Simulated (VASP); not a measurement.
# Re (Cmcm) in VASP: notebook

The runs below take Re through single point, with LDA.

Program: VASP 6.6.1. These are calculated values, not measurements. Logs are shortened: lines on timing, memory, paths and dates and some standing lists are left out, and cuts for length are marked.

### Step 1. The cell of the first run

It takes space group Cmcm (No. 63, orthorhombic). Conventional cell: a = 2.931 Å, b = 4.502 Å, c = 4.474 Å, α = 90.00°, β = 90.00°, γ = 90.00°. Within 3.5 Å of Re (site symmetry m2m) lie 12 Re at 2.69 to 2.93 Å.

### Step 2. Single point, LDA (strain +0.0600 x Voigt [1, -1, 0, 0, 0, 0])

The input, INCAR:

```
PREC = Accurate
ENCUT = 520
EDIFF = 1E-7
ISMEAR = 0
SIGMA = 0.15
LREAL = False
LASPH = True
NELM = 80
ALGO = Fast
ISIF = 2
LWAVE = False
LCHARG = False
GGA = CA
NBANDS = 14
```

The input, KPOINTS:

```
regular mesh
0
Gamma
  21 21 12
```

The input, POSCAR:

```
Re
1.0
    2.9312565612      0.0000000000      0.0000000000
   -1.4656282806      2.2511604606      0.0000000000
    0.0000000000      0.0000000000      4.4735766300
Re
2
Direct
    0.3333333333      0.6666666667      0.2500000000
    0.6666666667      0.3333333333      0.7500000000
```

Potentials or basis: VASP PAW LDA potentials, release 64 (Re).

Started as:

```
cat potpaw_LDA.64/Re/POTCAR > POTCAR
mpirun -np 1 vasp_std > vasp.out
```

OUTCAR:

```text
PREC = Accurate
   ENCUT = 520
   EDIFF = 1E-7
   ISMEAR = 0
   LREAL = False
   LASPH = True
   NELM = 80
   ISIF = 2
   GGA = CA

 ion  position               nearest neighbor table
   1  0.333  0.667  0.250-   2 2.69   2 2.69   2 2.78   2 2.78   2 2.78   2 2.78
   2  0.667  0.333  0.750-   1 2.69   1 2.69   1 2.78   1 2.78   1 2.78   1 2.78

  Warning from LATTYP: Monoclinic adjustment (A1->A3, A2->A1, A3->A2)!
  LATTYP: Found a base centered orthorhombic cell.
 ALAT       =     2.9312565612
 B/A-ratio  =     1.5359695841
 C/A-ratio  =     1.5261634513

  Lattice vectors:

 A1 = (   1.4656282806,  -2.2511604606,   0.0000000000)
 A2 = (   1.4656282806,   2.2511604606,   0.0000000000)
 A3 = (   0.0000000000,   0.0000000000,   4.4735766300)

Analysis of symmetry for initial positions (statically):
=====================================================================
 Subroutine PRICEL returns:
 Original cell was already a primitive cell.

 Routine SETGRP: Setting up the symmetry group for a
 base centered orthorhombic supercell.

 Subroutine GETGRP returns: Found  8 space group operations
 (whereof  4 operations were pure point group operations)
 out of a pool of  8 trial point group operations.

The static configuration has the point symmetry C_2h.
 The point group associated with its full space group is D_2h.

Analysis of symmetry for dynamics (positions and initial velocities):
=====================================================================
 Subroutine PRICEL returns:
 Original cell was already a primitive cell.

 Routine SETGRP: Setting up the symmetry group for a
 base centered orthorhombic supercell.

 Subroutine GETGRP returns: Found  8 space group operations
 (whereof  4 operations were pure point group operations)
 out of a pool of  8 trial point group operations.

The dynamic configuration has the point symmetry C_2h.
 The point group associated with its full space group is D_2h.

 Subroutine INISYM returns: Found  8 space group operations
 (whereof  4 operations are pure point group operations),
 and found     1 'primitive' translations

----------------------------------------------------------------------------------------

                                     Primitive cell

  volume of cell :      29.5199

  direct lattice vectors                    reciprocal lattice vectors
     2.931256561  0.000000000  0.000000000     0.341150622  0.222107668  0.000000000
    -1.465628281  2.251160461  0.000000000     0.000000000  0.444215336  0.000000000
     0.000000000  0.000000000  4.473576630     0.000000000  0.000000000  0.223534787

  length of vectors
     2.931256561  2.686222194  4.473576630     0.407081765  0.444215336  0.223534787

  position of ions in fractional coordinates (direct lattice)
     0.333333333  0.666666667  0.250000000
     0.666666667  0.333333333  0.750000000

  ion indices of the primitive-cell ions
   primitive index   ion index
                 1           1
                 2           2

----------------------------------------------------------------------------------------

 KPOINTS: regular mesh

Automatic generation of k-mesh.
 Grid dimensions read from file:
 generate k-points for:   21   21   12

 Generating k-lattice:

  Cartesian coordinates                     Fractional coordinates (reciprocal lattice)
     0.016245268  0.010576556  0.000000000     0.047619048  0.000000000  0.000000000
     0.000000000  0.021153111  0.000000000     0.000000000  0.047619048  0.000000000
     0.000000000  0.000000000  0.018627899     0.000000000  0.000000000  0.083333333

  Length of vectors
     0.019384846  0.021153111  0.018627899

  Shift w.r.t. Gamma in fractional coordinates (k-lattice)
     0.000000000  0.000000000  0.000000000

 Subroutine IBZKPT returns following result:
 ===========================================

 Found    847 irreducible k-points:

 Following reciprocal coordinates:
            Coordinates               Weight
  0.000000  0.000000  0.000000      1.000000
  0.047619  0.000000  0.000000      4.000000
  0.095238  0.000000  0.000000      4.000000
  0.142857  0.000000  0.000000      4.000000
  0.190476  0.000000  0.000000      4.000000
  0.238095 -0.000000  0.000000      4.000000
[... 16 lines left out ...]
 -0.476190  0.047619  0.000000      4.000000
 -0.428571  0.047619  0.000000      4.000000
 [... further k-points ...]
   k-points           NKPTS =    847   k-points in BZ     NKDIM =    847   number of bands    NBANDS=     14
   number of dos      NEDOS =    301   number of ions     NIONS =      2
   total plane-waves  NPLWV =  17280
   dimension x,y,z NGX =    24 NGY =   20 NGZ =   36
   dimension x,y,z NGXF=    48 NGYF=   40 NGZF=   72
   ions per type =               2
   NGX,Y,Z   is equivalent  to a cutoff of  13.61, 12.38, 13.38 a.u.
   NGXF,Y,Z  is equivalent  to a cutoff of  27.22, 24.76, 26.76 a.u.
 SYSTEM =  unknown system
   PREC   = accura    normal or accurate (medium, high low for compatibility)
   ISTART =      0    job   : 0-new  1-cont  2-samecut
   ICHARG =      2    charge: 1-file 2-atom 10-const
   ISPIN  =      1    spin polarized calculation?
   LNONCOLLINEAR =      F non collinear calculations
   LSORBIT =      F    spin-orbit coupling
   LASPH  =      T    aspherical Exc in radial PAW
   ENCUT  =  520.0 eV  38.22 Ry    6.18 a.u.   5.45  4.99  8.32*2*pi/ulx,y,z
   NELM   =     80;   NELMIN=  2; NELMDL= -5     # of ELM steps
   EDIFF  = 0.1E-06   stopping-criterion for ELM
   LREAL  =      F    real-space projection
   EDIFFG = 0.1E-05   stopping-criterion for IOM
   NSW    =      0    number of steps for IOM
   IBRION =     -1    ionic relax: 0-MD 1-quasi-New 2-CG
   NFREE  =      0    steps in history (QN), initial steepest desc. (CG)
   ISIF   =      2    stress and relaxation
   ISYM   =      2    0-nonsym 1-usesym 2-fastsym
   POTIM  = 0.5000    time-step for ionic-motion
   TEBEG  =    0.0;   TEEND  =   0.0 temperature during run
   PSTRESS=    0.0 pullay stress
   NELECT =      14.0000    total number of electrons
   NUPDOWN=      -1.0000    fix difference up-down
   EMIN   =  10.00;   EMAX   =-10.00  energy-range for DOS
   EFERMI =   0.00;   METHOD = LEGACY
   ISMEAR =     0;   SIGMA  =   0.15  broadening in eV -4-tet -1-fermi 0-gaus
   EFERMI_NEDOS =   21; number of points for ismear=-14 and -15
   IALGO  =     68    algorithm
   IMIX   =      4    mixing-type and parameters
     AMIX     =   0.40;   BMIX     =  1.00
     AMIX_MAG =   1.60;   BMIX_MAG =  1.00
  volume/ion in A,a.u.               =      14.76        99.61
  Fermi-wavevector in a.u.,A,eV,Ry     =   1.276671  2.412559 22.175997  1.629890
  Thomas-Fermi vector in A             =   2.409314
   LORBIT       =      0    0 simple, 1 ext, 2 COOP (PROOUT), +10 PAW based schemes
   GGA     = CA    functional components
   LHFCALC =     F    Hartree Fock is set to
   AEXX    =    0.0000 exact exchange contribution
   IVDW    =     0    specifies the selected vdW correction
   LEPSILON=     F    determine dielectric tensor
   LRPA    =     F    only Hartree local field effects (RPA)
 non-spin polarized calculation
 RMM-DIIS sequential band-by-band and
 Gauss-broadening in eV      SIGMA  =   0.15
  energy-cutoff  :      520.00
  volume of cell :       29.52
 maximum number of plane-waves:       826
 NGX is ok and might be reduce to    24
   NGX = 11   NGY =  9   NGZ = 17

 number of electron      14.0000001 magnetization

 Free energy of the ion-electron system (eV)
  ---------------------------------------------------
  ext. energy  EPLUGINS =         0.00000000
  ---------------------------------------------------
  free energy    TOTEN  =       -27.31419586 eV

  energy without entropy =      -27.29159594  energy(sigma->0) =      -27.30289590

 E-fermi :   7.9436     XC(G=0): -13.8186

 val. band max:        7.9432889114   @ k =   0.0476   0.0476   0.1667
 cond. band min:       7.9445043799   @ k =   0.0476   0.3810   0.4167
 fundamental gap:      0.0012154684
 Fermi energy:         7.9435694589

 k-point     1 :       0.0000    0.0000    0.0000
  band No.  band energies     occupation
      1      -1.9535      2.00000
      2       1.2181      2.00000
      3       4.9223      2.00000
      4       5.8317      2.00000
      5       6.1436      2.00000
      6       7.6472      1.99480
      7       7.7460      1.93744
      8       8.2975      0.00085
      9       8.3421      0.00017
     10       8.5363      0.00000
     11      10.8031      0.00000
     12      11.5001      0.00000
     13      17.7517      0.00000
     14      22.1064      0.00000

 k-point     2 :       0.0476    0.0000    0.0000
  band No.  band energies     occupation
      1      -1.8652      2.00000
      2       1.3012      2.00000
      3       4.8910      2.00000
      4       5.8376      2.00000
      5       6.2103      2.00000
      6       7.6355      1.99632
      7       7.6736      1.98908
      8       8.0969      0.14823
      9       8.3266      0.00030
     10       8.3529      0.00011
     11      11.1112      0.00000
     12      11.6954      0.00000
     13      17.7400      0.00000
     14      22.2777      0.00000

 k-point     3 :       0.0952    0.0000    0.0000
  band No.  band energies     occupation
      1      -1.6058      2.00000
      2       1.5375      2.00000
      3       4.7992      2.00000
      4       5.8320      2.00000
      5       6.4251      2.00000
      6       7.0526      2.00000
      7       7.7672      1.90373
      8       7.8087      1.79661
      9       8.0827      0.18976
     10       8.4100      0.00001
     11      11.3972      0.00000
     12      12.4816      0.00000
     13      17.6926      0.00000
     14      22.7475      0.00000
[... 324 lines left out ...]
 k-point    23 :      -0.4762    0.0476    0.0000
  band No.  band energies     occupation
      1       1.9157      2.00000
      2       2.1473      2.00000
      3       2.6825      2.00000
      4       5.7598      2.00000
      5       6.0206      2.00000
      6       6.7736      2.00000
      7       6.7922      2.00000
      8      10.9853      0.00000
      9      11.4796      0.00000
     10      12.1829      0.00000
     11      12.5531      0.00000
     12      16.0806      0.00000
     13      17.3236      0.00000
     14      19.9789      0.00000

 k-point    24 :      -0.4286    0.0476    0.0000
  band No.  band energies     occupation
      1       1.7259      2.00000
      2       2.2369      2.00000
      3       2.9058      2.00000
      4       5.4920      2.00000
      5       6.2113      2.00000
      6       6.6040      2.00000
      7       6.7740      2.00000
      8      10.7120      0.00000
      9      11.2117      0.00000
     10      11.2641      0.00000
     11      12.1513      0.00000
     12      16.9007      0.00000
     13      17.3369      0.00000
     14      19.3818      0.00000

 [... further k-points ...]

------------------------ aborting loop because EDIFF is reached ----------------------------------------

  FORCE on cell =-STRESS in cart. coord.  units (eV):
  Direction    XX          YY          ZZ          XY          YZ          ZX
  --------------------------------------------------------------------------------------
  -------------------------------------------------------------------------------------
  Total       -3.7068866      1.9935454     -2.0781399      0.0000000      0.0000000      0.0000000
  in kB     -201.1892238    108.1985767   -112.7898952      0.0000000      0.0000000      0.0000000
  external PRESSURE =     -68.5935141 kB  Pullay stress =       0.0000000 kB

 VOLUME and BASIS-vectors are now :
 -----------------------------------------------------------------------------
  energy-cutoff  :      520.00
  volume of cell :       29.52
      direct lattice vectors                 reciprocal lattice vectors
     2.931256561  0.000000000  0.000000000     0.341150622  0.222107668  0.000000000
    -1.465628281  2.251160461  0.000000000     0.000000000  0.444215336  0.000000000
     0.000000000  0.000000000  4.473576630     0.000000000  0.000000000  0.223534787

 POSITION                                       TOTAL-FORCE (eV/Angst)
 -----------------------------------------------------------------------------------
     -0.00000      1.50077      1.11839        -0.000000     -0.311057     -0.000000
      1.46563      0.75039      3.35518         0.000000      0.311057      0.000000
 -----------------------------------------------------------------------------------
    total drift:                               -0.000000      0.000000     -0.000000

  FREE ENERGIE OF THE ION-ELECTRON SYSTEM (eV)
  ---------------------------------------------------
  free  energy   TOTEN  =       -27.3141958562 eV

  energy  without entropy=      -27.2915959419  energy(sigma->0) =      -27.30289590
```

Run time: 3.6 min. Hardware: 1 thread of Intel Xeon Platinum 8375C at 2.90GHz (Ice Lake), shared host; peak memory 0.39 GiB.

Results:

```
Free energy            : -27.3142 eV
Pressure               : -6.9 GPa
Largest force          : 0.311 eV/Å
Band gap on the k mesh : zero (bands 7 and 8 overlap by 3.18 eV)
```

Forces in eV/Å, atoms in the order of the input:
```
Re   0.000 -0.311  0.000
Re   0.000  0.311  0.000
```

Stress tensor (GPa, compression positive):
```
-20.12   0.00   0.00
  0.00  10.82   0.00
  0.00   0.00 -11.28
```

Caveat: the cell differs from its parent crystal (strain +0.0600 x Voigt [1, -1, 0, 0, 0, 0]); the stress differs along the axes, from -20 to 11 GPa; spin-orbit coupling is left out, which moves the levels of the heavy elements.

### Step 3. Single point, LDA (strain +0.0450 x Voigt [1, -1, 0, 0, 0, 0])

The input, INCAR:

```
SYSTEM = Re
PREC = Accurate
ENCUT = 520
EDIFF = 1E-6
ISMEAR = 0
SIGMA = 0.15
LREAL = .False.
LASPH = .True.
NELM = 80
ALGO = Fast
ISIF = 2
LWAVE = .False.
LCHARG = .False.
NBANDS = 14
```

The input, KPOINTS:

```
regular mesh
0
Gamma
  21 21 12
  0 0 0
```

The input, POSCAR:

```
Re
1.0
    2.8897765155      0.0000000000      0.0000000000
   -1.4448882578      2.2870832339      0.0000000000
    0.0000000000      0.0000000000      4.4735766300
Re
2
Direct
    0.3333333333      0.6666666667      0.2500000000
    0.6666666667      0.3333333333      0.7500000000
```

Potentials or basis: VASP PAW LDA potentials, release 64 (Re).

Started as:

```
cat potpaw_LDA.64/Re/POTCAR > POTCAR
mpirun -np 1 vasp_std > vasp.out
```

Run time: 4 min. Hardware: 1 thread of Intel Xeon Platinum 8375C at 2.90GHz (Ice Lake), shared host; peak memory 0.4 GiB.

Results (log left out):

| Property | Result |
| --- | --- |
| Free energy | -27.3918 eV |
| Pressure | -8.7 GPa |
| Largest force | 0.240 eV/Å |
| Band gap on the k mesh | zero (bands 7 and 8 overlap by 3.01 eV) |

Forces in eV/Å, atoms in the order of the input:
```
Re   0.000 -0.240  0.000
Re   0.000  0.240  0.000
```

Stress tensor (GPa, compression positive):
```
-20.13   0.00   0.00
  0.00   5.68   0.00
  0.00   0.00 -11.69
```

Levels at points of the mesh, in eV from the Fermi level:
```
           k point  band 3  band 4  band 5  band 6  band 7  band 8  band 9  band 10  band 11  band 12
(0.00, 0.00, 0.00)   -2.65   -1.75   -1.72   -0.60   -0.10    0.13    0.35     0.64     2.98     3.53
(0.00, 0.00, 0.50)   -2.66   -2.66   -2.47   -2.47   -0.86   -0.86    2.15     2.15     2.77     2.77
```

Caveat: the cell differs from its parent crystal (strain +0.0450 x Voigt [1, -1, 0, 0, 0, 0]); the stress differs along the axes, from -20 to 6 GPa; spin-orbit coupling is left out, which moves the levels of the heavy elements.

### Step 4. Single point, LDA (strain -0.0450 x Voigt [1, -1, 0, 0, 0, 0])

The input, INCAR:

```
PREC = Accurate ; ENCUT = 520
EDIFF = 1E-7 ; ISMEAR = 0
SIGMA = 0.15 ; LREAL = False
LASPH = True ; NELM = 60
ALGO = Fast ; ISIF = 2
LWAVE = False ; LCHARG = True
LELF = True ; LVHAR = True
NBANDS = 14
```

The input, KPOINTS:

```
regular mesh
0
Gamma
  21 21 12
```

The input, POSCAR:

```
Re
1.0
    2.6408962415      0.0000000000      0.0000000000
   -1.3204481208      2.5026198737      0.0000000000
    0.0000000000      0.0000000000      4.4735766300
Re
2
Direct
    0.3333333333      0.6666666667      0.2500000000
    0.6666666667      0.3333333333      0.7500000000
```

Started as:

```
cat potpaw_LDA.64/Re/POTCAR > POTCAR
mpirun -np 1 vasp_std > vasp.out
```

It took 6.3 min on 1 thread of Intel Xeon Platinum 8375C at 2.90GHz (Ice Lake), shared host; peak memory 0.39 GiB.

Results (log left out):

```yaml
Free_energy: -27.3756 eV
Pressure: -8.4 GPa
Largest_force: 0.252 eV/Å
Band_gap_on_the_k_mesh: zero (bands 7 and 8 overlap by 3.13 eV)
```

Forces on the atoms (eV/Å):
```
Re   0.000  0.252  0.000
Re   0.000 -0.252  0.000
```

Stress tensor (GPa, compression positive):
```
  8.94   0.00   0.00
  0.00 -22.93   0.00
  0.00   0.00 -11.31
```

Levels at points of the mesh, in eV from the Fermi level:
```tsv
k point	band 5	band 6	band 7	band 8	band 9	band 10
(0.00, 0.00, 0.00)	-1.56	-0.60	-0.21	0.13	0.49	0.65
(0.00, 0.00, 0.50)	-2.46	-2.46	-0.84	-0.84	2.11	2.11
```

Caveat: the cell differs from its parent crystal (strain -0.0450 x Voigt [1, -1, 0, 0, 0, 0]); the stress differs along the axes, from -23 to 9 GPa; spin-orbit coupling is left out, which moves the levels of the heavy elements.

### Step 5. Overview

```csv
cell,further INCAR settings,gap on the mesh (eV),pressure (GPa),largest force (eV/Å)
"a = 2.931, b = 2.686, c = 4.474 Å, angles 90.0, 90.0, 123.1°, 2 atoms",ALGO = Fast; EDIFF = 1e-07; NBANDS = 14,none,-6.9,0.31
"a = 2.890, b = 2.705, c = 4.474 Å, angles 90.0, 90.0, 122.3°, 2 atoms",ALGO = Fast; EDIFF = 1e-06; NBANDS = 14,none,-8.7,0.24
"a = 2.641, b = 2.830, c = 4.474 Å, angles 90.0, 90.0, 117.8°, 2 atoms",ALGO = Fast; EDIFF = 1e-07; NBANDS = 14,none,-8.4,0.25
```

Alike in all rows: task single point; level LDA; potentials or basis VASP PAW LDA potentials, release 64 (Re); no spin polarisation; k mesh 21 × 21 × 12; cutoff (eV) 520; smearing gaussian 0.15 eV.

Caveats: spin-orbit coupling is left out, which moves the levels of the heavy elements; the stress differs along the axes, from -20 to 11 GPa (at least some runs); the stress differs along the axes, from -20 to 6 GPa (at least some runs); the stress differs along the axes, from -23 to 9 GPa (at least some runs).

Total energies depend on the potentials used, so only differences within one code and one set of settings carry meaning.
